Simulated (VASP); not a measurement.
## Cu2H3: relaxation of cell and atoms with PBE

The system is Cu2H3.

```xyz
5
Lattice="3.4928 0.0000 0.0000 0.0000 3.4928 0.0000 0.0000 0.0000 4.7428" Properties=species:S:1:pos:R:3 pbc="T T T"
Cu    1.7464    0.0000    0.0000
Cu    0.0000    1.7464    0.0000
H     1.7464    0.0000    2.3714
H     0.0000    1.7464    2.3714
H     0.0000    0.0000    0.0000
```

```json
{
  "Program": "VASP 6.6.1",
  "Task": "relaxation of cell and atoms",
  "Functional": "PBE",
  "Potentials or basis": "VASP PAW PBE potentials, release 64 (Cu, H)",
  "Cutoff": "600 eV",
  "k mesh": "6 × 6 × 4",
  "Occupations": "gaussian, width 0.1 eV",
  "Spin": "no spin polarisation",
  "Dipole correction": "no",
  "Further INCAR settings": "ALGO = Normal; EDIFF = 1e-07; IBRION = 2; EDIFFG = -0.04; NSW = 90; ISIF = 3"
}
```

```
Relaxed volume                         : 8.72 Å³/atom
Relaxed cell                           : a = 3.713 Å, b = 3.713 Å, c = 3.163 Å, α = 90.00°, β = 90.00°, γ = 90.00°
Space group after relaxing (to 0.05 Å) : P4/mmm (No. 123)
Energy gained by relaxing              : 544.2 meV/atom
Ionic steps                            : 13
Pressure after relaxing                : 0.1 GPa
```

Stress tensor (GPa, compression positive):
```
 0.23  0.00  0.00
 0.00  0.23  0.00
 0.00  0.00 -0.27
```

Step by step:
```tsv
step	energy change (eV)	largest force (eV/Å)	pressure (GPa)	volume (Å³)
1	0.0000	0.0000	-8.23	57.86
2	-0.6849	0.0000	-7.87	52.92
3	-1.7397	0.0000	-4.22	45.75
4	-1.0367	0.0000	53.18	31.91
5	-2.1716	0.0000	0.61	42.19
6	-2.2451	0.0000	22.67	35.75
7	-2.3809	0.0000	8.29	39.17
8	-2.3946	0.0000	11.07	38.33
9	-2.5833	0.0000	9.86	39.98
10	-2.6128	0.0000	9.37	39.62
11	-2.7150	0.0000	-0.91	43.91
12	-2.7171	0.0000	0.18	43.34
13	-2.7208	0.0000	0.06	43.60
```

Final structure:
```xyz
5
Lattice="3.7127 0.0000 0.0000 0.0000 3.7127 0.0000 0.0000 0.0000 3.1627" Properties=species:S:1:pos:R:3 pbc="T T T"
Cu    1.8564    0.0000    3.1627
Cu    3.7127    1.8564    0.0000
H     1.8564    0.0000    1.5813
H     0.0000    1.8564    1.5813
H     0.0000    0.0000    3.1627
```

Levels at points of the mesh, in eV from the Fermi level:
```
           k point  band 10  band 11  band 12  band 13  band 14  band 15  band 16
(0.00, 0.00, 0.00)    -2.47    -2.05     1.18     2.93     2.93     3.08     6.87
(0.50, 0.00, 0.00)    -2.98    -2.90    -2.71     2.24     5.56     6.26     7.06
(0.50, 0.50, 0.00)    -2.72    -2.59    -0.92    -0.92    -0.83     9.47    10.83
(0.00, 0.00, 0.50)    -2.61    -2.44    -2.05    -1.63     5.39     5.39     5.56
(0.50, 0.00, 0.50)    -2.99    -2.67    -2.59    -2.11    -0.87     7.34     8.49
(0.50, 0.50, 0.50)    -2.85    -2.77    -2.77    -2.72     1.78     2.54     2.54
```

It took 8.2 min on 1 thread of AMD EPYC 7R43 64-Core Processor (Zen 3), with other jobs on the host, peak memory 0.16 GiB.

Caveat: the volume moved by over 15 % at a fixed basis, so the end points are rough.
